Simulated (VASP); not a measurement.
Input of a VASP 6.6.1 run:

INCAR

```
SYSTEM = MgO
ALGO = Normal
EDIFF = 1E-7
ENCUT = 520
GGA = PE
ISIF = 2
ISMEAR = 0
LASPH = .TRUE.
LCHARG = .FALSE.
LREAL = .FALSE.
LWAVE = .FALSE.
NBANDS = 11
NELM = 60
PREC = Accurate
SIGMA = 0.05
```

The input KPOINTS:

```
k-points
0
G
  10 10 10
  0 0 0
```

Contents of POSCAR:

```
MgO
1.0
    0.0000000000      1.8876440785      2.1269229054
    2.1269229054      0.0000000000      2.1269229054
    2.1269229054      1.8876440785      0.0000000000
Mg O
1 1
Direct
    0.0000000000      0.0000000000      0.0000000000
    0.5000000000      0.5000000000      0.5000000000
```

Potentials or basis: VASP PAW PBE potentials, release 64 (Mg, O).

The run is started by

```sh
$ cat potpaw_PBE.64/Mg/POTCAR potpaw_PBE.64/O/POTCAR > POTCAR
$ mpirun -np 1 vasp_std > vasp.out
```

(1) Estimate the band gap on the k mesh.

(2) Estimate the pressure.

Results:

(1) 5.43 eV.

(2) 28.8 GPa.

Caveat: the cell differs from its parent crystal (strain -0.1125 x Voigt [0, 1, 0, 0, 0, 0]); the cell stands under pressure.
